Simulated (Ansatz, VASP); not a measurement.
**Two plane-wave programs on Be3N2**

```
Be N
1.0
     1.41981    0.81972    4.86622
    -1.41981    0.81972    4.86622
     0.00000   -1.63945    4.86622
Be N
3 2
Cartesian
  0.0000 0.0000 12.5403
  0.0000 0.0000 4.6379
  0.0000 0.0000 1.2965
  0.0000 0.0000 2.9805
  0.0000 0.0000 10.3422
```

Alike in both runs: task single point; functional LDA; k mesh 12 × 12 × 12; occupations gaussian, width 0.05 eV; no spin polarisation.

|  | VASP | Ansatz |
| --- | --- | --- |
| version | VASP 6.6.1 | Ansatz 0.2.0 |
| potentials or method | VASP PAW LDA potentials, release 64 (Be, N), cutoff 520 eV | scalar-relativistic, plane waves, PAW |
| valence electrons in the cell | 16 | 16 |

```tsv
	VASP	Ansatz	Ansatz less VASP
gap on the k mesh at the Fermi level (eV)	2.69	2.71	+0.012
least direct gap on the mesh (eV)	3.76	3.77	+0.011
pressure (GPa)	-7.0	-7.5	-0.47
traceless stress, the component that is largest in VASP (GPa)	-0.09	-0.03	+0.064
rms of the force components (eV/Å)	0.024	0.022	-0.0016
```

LDA's correlation is that of Perdew and Zunger in VASP and of Perdew and Wang (1992) in Ansatz. Atom by atom the forces differ by 0.004 eV/Å (rms over components).
